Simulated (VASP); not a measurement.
# SnSe (I4/mmm) in VASP: a series of runs

The runs below take SnSe through single point, with PBEsol.

Everything below comes from runs of VASP 6.6.1. Logs are shortened: lines on timing, memory, paths and dates and some standing lists are left out, and cuts for length are marked.

## Step 1: The cell of the first run

Symmetry: I4/mmm, No. 139, tetragonal system. Conventional cell: a = 4.204 Å, b = 4.204 Å, c = 5.856 Å, α = 90.00°, β = 90.00°, γ = 90.00°. Within 3.9 Å of Sn (site symmetry 4/mmm) lie 6 Se at 2.93 to 2.97 Å. Within 3.9 Å of Se (site symmetry 4/mmm) lie 6 Sn at 2.93 to 2.97 Å.

## Step 2: Single point, PBEsol (strain -0.0150 x Voigt [0, 1, 0, 0, 0, 0])

Contents of INCAR:

```
SYSTEM = SnSe
PREC = Accurate ; ENCUT = 520
EDIFF = 1E-6 ; ISMEAR = 0
SIGMA = 0.05 ; LREAL = .False.
LASPH = .True. ; NELM = 100
ALGO = Normal ; ISIF = 2
LWAVE = .False. ; LCHARG = .False.
GGA = PS ; NBANDS = 17
```

Contents of KPOINTS:

```
Automatic mesh
0
Gamma
  8 8 8
  0 0 0
```

Contents of POSCAR:

```
SnSe
1.0
    0.0000000000      2.9281633451      2.9727546651
    2.9727546651      0.0000000000      2.9727546651
    2.9727546651      2.9281633451      0.0000000000
Sn Se
1 1
Direct
    0.0000000000      0.0000000000      0.0000000000
    0.5000000000      0.5000000000      0.5000000000
```

Potentials or basis: VASP PAW PBE potentials, release 64 (Sn_d, Se).

Command:

```
> cat potpaw_PBE.64/Sn_d/POTCAR potpaw_PBE.64/Se/POTCAR > POTCAR
> mpirun -np 1 vasp_std > vasp.out
```

OUTCAR:

```text
SYSTEM = SnSe
   PREC = Accurate
   ENCUT = 520
   EDIFF = 1E-6
   ISMEAR = 0
   LREAL = .False.
   LASPH = .True.
   NELM = 100
   ISIF = 2
   GGA = PS

 ion  position               nearest neighbor table
   1  0.000  0.000  0.000-   2 2.93   2 2.93   2 2.97   2 2.97   2 2.97   2 2.97
   2  0.500  0.500  0.500-   1 2.93   1 2.93   1 2.97   1 2.97   1 2.97   1 2.97

  LATTYP: Found a body centered tetragonal cell.
 ALAT       =     4.2041099650
 C/A-ratio  =     1.3930003589

  Lattice vectors:

 A1 = (   0.0000000000,  -2.9281633451,   2.9727546651)
 A2 = (   0.0000000000,  -2.9281633451,  -2.9727546651)
 A3 = (   2.9727546651,   2.9281633451,   0.0000000000)

Analysis of symmetry for initial positions (statically):
=====================================================================
 Subroutine PRICEL returns:
 Original cell was already a primitive cell.

 Routine SETGRP: Setting up the symmetry group for a
 body centered tetragonal supercell.

 Subroutine GETGRP returns: Found 16 space group operations
 (whereof 16 operations were pure point group operations)
 out of a pool of 16 trial point group operations.

The static configuration has the point symmetry D_4h.

Analysis of symmetry for dynamics (positions and initial velocities):
=====================================================================
 Subroutine PRICEL returns:
 Original cell was already a primitive cell.

 Routine SETGRP: Setting up the symmetry group for a
 body centered tetragonal supercell.

 Subroutine GETGRP returns: Found 16 space group operations
 (whereof 16 operations were pure point group operations)
 out of a pool of 16 trial point group operations.

The dynamic configuration has the point symmetry D_4h.

 Subroutine INISYM returns: Found 16 space group operations
 (whereof 16 operations are pure point group operations),
 and found     1 'primitive' translations

----------------------------------------------------------------------------------------

                                     Primitive cell

  volume of cell :      51.7539

  direct lattice vectors                    reciprocal lattice vectors
     0.000000000  2.928163345  2.972754665    -0.168194169  0.170755501  0.168194169
     2.972754665  0.000000000  2.972754665     0.168194169 -0.170755501  0.168194169
     2.972754665  2.928163345  0.000000000     0.168194169  0.170755501 -0.168194169

  length of vectors
     4.172698273  4.204109965  4.172698273     0.292807100  0.292807100  0.292807100

  position of ions in fractional coordinates (direct lattice)
     0.000000000  0.000000000  0.000000000
     0.500000000  0.500000000  0.500000000

  ion indices of the primitive-cell ions
   primitive index   ion index
                 1           1
                 2           2

----------------------------------------------------------------------------------------

 KPOINTS: Automatic mesh

Automatic generation of k-mesh.
 Grid dimensions read from file:
 generate k-points for:    8    8    8

 Generating k-lattice:

  Cartesian coordinates                     Fractional coordinates (reciprocal lattice)
    -0.021024271  0.021344438  0.021024271     0.125000000  0.000000000  0.000000000
     0.021024271 -0.021344438  0.021024271     0.000000000  0.125000000  0.000000000
     0.021024271  0.021344438 -0.021024271     0.000000000  0.000000000  0.125000000

  Length of vectors
     0.036600888  0.036600888  0.036600888

  Shift w.r.t. Gamma in fractional coordinates (k-lattice)
     0.000000000  0.000000000  0.000000000

 Subroutine IBZKPT returns following result:
 ===========================================

 Found     59 irreducible k-points:

 Following reciprocal coordinates:
            Coordinates               Weight
  0.000000  0.000000  0.000000      1.000000
  0.125000  0.000000  0.000000      8.000000
  0.250000  0.000000  0.000000      8.000000
  0.375000  0.000000  0.000000      8.000000
  0.500000  0.000000  0.000000      4.000000
  0.125000  0.125000  0.000000      4.000000
[... 16 lines left out ...]
  0.250000  0.000000  0.125000      8.000000
  0.375000  0.000000  0.125000      8.000000
 [... further k-points ...]
   k-points           NKPTS =     59   k-points in BZ     NKDIM =     59   number of bands    NBANDS=     17
   number of dos      NEDOS =    301   number of ions     NIONS =      2
   total plane-waves  NPLWV =  32768
   dimension x,y,z NGX =    32 NGY =   32 NGZ =   32
   dimension x,y,z NGXF=    64 NGYF=   64 NGZF=   64
   ions per type =               1   1
   NGX,Y,Z   is equivalent  to a cutoff of  12.75, 12.65, 12.75 a.u.
   NGXF,Y,Z  is equivalent  to a cutoff of  25.50, 25.31, 25.50 a.u.
 SYSTEM =  SnSe
   PREC   = accura    normal or accurate (medium, high low for compatibility)
   ISTART =      0    job   : 0-new  1-cont  2-samecut
   ICHARG =      2    charge: 1-file 2-atom 10-const
   ISPIN  =      1    spin polarized calculation?
   LNONCOLLINEAR =      F non collinear calculations
   LSORBIT =      F    spin-orbit coupling
   LASPH  =      T    aspherical Exc in radial PAW
   ENCUT  =  520.0 eV  38.22 Ry    6.18 a.u.   7.76  7.82  7.76*2*pi/ulx,y,z
   NELM   =    100;   NELMIN=  2; NELMDL= -5     # of ELM steps
   EDIFF  = 0.1E-05   stopping-criterion for ELM
   LREAL  =      F    real-space projection
   EDIFFG = 0.1E-04   stopping-criterion for IOM
   NSW    =      0    number of steps for IOM
   IBRION =     -1    ionic relax: 0-MD 1-quasi-New 2-CG
   NFREE  =      0    steps in history (QN), initial steepest desc. (CG)
   ISIF   =      2    stress and relaxation
   ISYM   =      2    0-nonsym 1-usesym 2-fastsym
   POTIM  = 0.5000    time-step for ionic-motion
   TEBEG  =    0.0;   TEEND  =   0.0 temperature during run
   PSTRESS=    0.0 pullay stress
   NELECT =      20.0000    total number of electrons
   NUPDOWN=      -1.0000    fix difference up-down
   EMIN   =  10.00;   EMAX   =-10.00  energy-range for DOS
   EFERMI =   0.00;   METHOD = LEGACY
   ISMEAR =     0;   SIGMA  =   0.05  broadening in eV -4-tet -1-fermi 0-gaus
   EFERMI_NEDOS =   21; number of points for ismear=-14 and -15
   IALGO  =     38    algorithm
   IMIX   =      4    mixing-type and parameters
     AMIX     =   0.40;   BMIX     =  1.00
     AMIX_MAG =   1.60;   BMIX_MAG =  1.00
  volume/ion in A,a.u.               =      25.88       174.63
  Fermi-wavevector in a.u.,A,eV,Ry     =   1.192441  2.253387 19.346346  1.421916
  Thomas-Fermi vector in A             =   2.328479
   LORBIT       =      0    0 simple, 1 ext, 2 COOP (PROOUT), +10 PAW based schemes
   GGA     = PS    functional components
   LHFCALC =     F    Hartree Fock is set to
   AEXX    =    0.0000 exact exchange contribution
   IVDW    =     0    specifies the selected vdW correction
   LEPSILON=     F    determine dielectric tensor
   LRPA    =     F    only Hartree local field effects (RPA)
 non-spin polarized calculation
 Gauss-broadening in eV      SIGMA  =   0.05
  energy-cutoff  :      520.00
  volume of cell :       51.75
 maximum number of plane-waves:      1411
   NGX = 15   NGY = 15   NGZ = 15

 number of electron      20.0000003 magnetization

 Free energy of the ion-electron system (eV)
  ---------------------------------------------------
  ext. energy  EPLUGINS =         0.00000000
  ---------------------------------------------------
  free energy    TOTEN  =        -8.97954694 eV

  energy without entropy =       -8.97954694  energy(sigma->0) =       -8.97954694

 E-fermi :   6.2011     XC(G=0): -10.0146

 val. band max:        5.9213112893   @ k =  -0.2500   0.1250   0.0000
 cond. band min:       6.6773533502   @ k =  -0.3750   0.0000   0.1250
 fundamental gap:      0.7560420609
 Fermi energy:         6.2010683750

 k-point     1 :       0.0000    0.0000    0.0000
  band No.  band energies     occupation
      1     -15.4462      2.00000
      2     -15.4440      2.00000
      3     -15.4405      2.00000
      4     -15.4403      2.00000
      5     -15.4403      2.00000
      6      -8.2112      2.00000
[... 9 lines left out ...]
     16      11.8551      0.00000
     17      14.0571      0.00000

 k-point     2 :       0.1250    0.0000    0.0000
  band No.  band energies     occupation
      1     -15.4472      2.00000
      2     -15.4435      2.00000
      3     -15.4413      2.00000
      4     -15.4387      2.00000
      5     -15.4382      2.00000
      6      -8.0900      2.00000
[... 9 lines left out ...]
     16      12.2028      0.00000
     17      15.2086      0.00000

 k-point     3 :       0.2500    0.0000    0.0000
  band No.  band energies     occupation
      1     -15.4504      2.00000
      2     -15.4466      2.00000
      3     -15.4405      2.00000
      4     -15.4338      2.00000
      5     -15.4324      2.00000
      6      -7.7606      2.00000
[... 9 lines left out ...]
     16      13.1796      0.00000
     17      17.4521      0.00000

 k-point     4 :       0.3750    0.0000    0.0000
  band No.  band energies     occupation
      1     -15.4539      2.00000
      2     -15.4505      2.00000
      3     -15.4395      2.00000
      4     -15.4284      2.00000
      5     -15.4264      2.00000
      6      -7.3550      2.00000
[... 9 lines left out ...]
     16      14.7242      0.00000
     17      17.6833      0.00000
[... 343 lines left out ...]
      1     -15.4453      2.00000
      2     -15.4447      2.00000
      3     -15.4444      2.00000
      4     -15.4370      2.00000
      5     -15.4370      2.00000
      6      -8.0449      2.00000
[... 9 lines left out ...]
     16      12.9073      0.00000
     17      14.3346      0.00000

 k-point    23 :       0.2500    0.0000    0.1250
  band No.  band energies     occupation
      1     -15.4492      2.00000
      2     -15.4455      2.00000
      3     -15.4450      2.00000
      4     -15.4332      2.00000
      5     -15.4316      2.00000
      6      -7.7794      2.00000
[... 9 lines left out ...]
     16      13.9167      0.00000
     17      15.6967      0.00000

 k-point    24 :       0.3750    0.0000    0.1250
  band No.  band energies     occupation
      1     -15.4538      2.00000
      2     -15.4490      2.00000
      3     -15.4424      2.00000
      4     -15.4295      2.00000
      5     -15.4256      2.00000
      6      -7.3898      2.00000
[... 9 lines left out ...]
     16      15.3844      0.00000
     17      17.5654      0.00000

 [... further k-points ...]
[... 5 lines left out ...]
  --------------------------------------------------------------------------------------
  -------------------------------------------------------------------------------------
  Total        0.0601465      0.7830194      0.0601465      0.0000000      0.0000000      0.0000000
  in kB        1.8619897     24.2403946      1.8619897      0.0000000      0.0000000      0.0000000
  external PRESSURE =       9.3214580 kB  Pullay stress =       0.0000000 kB

 VOLUME and BASIS-vectors are now :
 -----------------------------------------------------------------------------
  energy-cutoff  :      520.00
  volume of cell :       51.75
      direct lattice vectors                 reciprocal lattice vectors
     0.000000000  2.928163345  2.972754665    -0.168194169  0.170755501  0.168194169
     2.972754665  0.000000000  2.972754665     0.168194169 -0.170755501  0.168194169
     2.972754665  2.928163345  0.000000000     0.168194169  0.170755501 -0.168194169

 POSITION                                       TOTAL-FORCE (eV/Angst)
 -----------------------------------------------------------------------------------
      0.00000      0.00000      0.00000        -0.000000     -0.000000      0.000000
      2.97275      2.92816      2.97275         0.000000      0.000000     -0.000000
 -----------------------------------------------------------------------------------
    total drift:                                0.000000     -0.000000     -0.000000

  FREE ENERGIE OF THE ION-ELECTRON SYSTEM (eV)
  ---------------------------------------------------
  free  energy   TOTEN  =        -8.9795469385 eV

  energy  without entropy=       -8.9795469385  energy(sigma->0) =       -8.97954694
```

Run time: 48 s. Hardware: 1 thread of Intel Xeon 8259CL, shared host; peak memory 0.21 GiB.

Results:

```
Free energy            : -8.9795 eV
Pressure               : 0.9 GPa
Band gap on the k mesh : 0.76 eV, indirect (least direct gap 0.88 eV)
```

Stress tensor (GPa, compression positive):
```
0.19 0.00 0.00
0.00 2.42 0.00
0.00 0.00 0.19
```

Levels at points of the mesh, in eV from the valence-band top:
```
           k point  band 7  band 8  band 9  band 10  band 11  band 12  band 13  band 14
(0.00, 0.00, 0.00)   -4.82   -2.32   -2.17    -2.17     4.47     4.47     4.86     5.82
(0.50, 0.00, 0.00)   -8.25   -1.98   -1.95    -0.01     0.89     1.25     1.34     8.38
(0.50, 0.50, 0.00)   -5.91   -5.75   -3.86    -3.68     2.87     5.57     5.96     6.32
(0.50, 0.00, 0.50)   -5.98   -5.78   -3.81    -3.81     2.82     5.68     5.68     6.53
```

Caveat: the cell differs from its parent crystal (strain -0.0150 x Voigt [0, 1, 0, 0, 0, 0]); the PAW data sets were made with another functional, which shifts forces and pressure a little; spin-orbit coupling is left out, which moves the levels of the heavy elements.

## Step 3: Single point, PBEsol (strain +0.0050 x Voigt [0, 1, 0, 0, 0, 0])

Contents of INCAR:

```
PREC = Accurate
ENCUT = 520
EDIFF = 1E-6
ISMEAR = 0
SIGMA = 0.05
LREAL = False
LASPH = True
NELM = 60
ALGO = Normal
ISIF = 2
LWAVE = False
LCHARG = True
GGA = PS
LELF = True
LVHAR = True
NBANDS = 17
```

Contents of KPOINTS:

```
Automatic mesh
0
Gamma
  8 8 8
```

Contents of POSCAR:

```
SnSe
1.0
    0.0000000000      2.9876184384      2.9727546651
    2.9727546651      0.0000000000      2.9727546651
    2.9727546651      2.9876184384      0.0000000000
Sn Se
1 1
Direct
    0.0000000000      0.0000000000      0.0000000000
    0.5000000000      0.5000000000      0.5000000000
```

Potentials or basis: VASP PAW PBE potentials, release 64 (Sn_d, Se).

Command:

```
> cat potpaw_PBE.64/Sn_d/POTCAR potpaw_PBE.64/Se/POTCAR > POTCAR
> mpirun -np 1 vasp_std > vasp.out
```

It took 55 s on 1 thread of Intel Xeon 8259CL, shared host; peak memory 0.21 GiB.

It converged, with:

- Free energy: -8.9852 eV
- Pressure: -0.3 GPa
- Band gap on the k mesh: 0.74 eV, indirect (least direct gap 0.80 eV)

Stress tensor (GPa, compression positive):
```
-0.04  0.00  0.00
 0.00 -0.70  0.00
 0.00  0.00 -0.04
```

Levels at points of the mesh, in eV from the valence-band top:
| k point | band 8 | band 9 | band 10 | band 11 | band 12 | band 13 |
| --- | --- | --- | --- | --- | --- | --- |
| (0.00, 0.00, 0.00) | -2.18 | -2.18 | -2.13 | 4.44 | 4.56 | 4.56 |
| (0.50, 0.00, 0.00) | -1.92 | -1.91 | 0.00 | 0.80 | 1.29 | 1.31 |
| (0.50, 0.50, 0.00) | -5.63 | -3.72 | -3.67 | 2.91 | 5.54 | 5.67 |
| (0.50, 0.00, 0.50) | -5.61 | -3.68 | -3.68 | 2.93 | 5.63 | 5.63 |

Caveat: the cell differs from its parent crystal (strain +0.0050 x Voigt [0, 1, 0, 0, 0, 0]); the PAW data sets were made with another functional, which shifts forces and pressure a little; spin-orbit coupling is left out, which moves the levels of the heavy elements. A k mesh can miss the band edges.

(Part 1 of 2 ends here.)
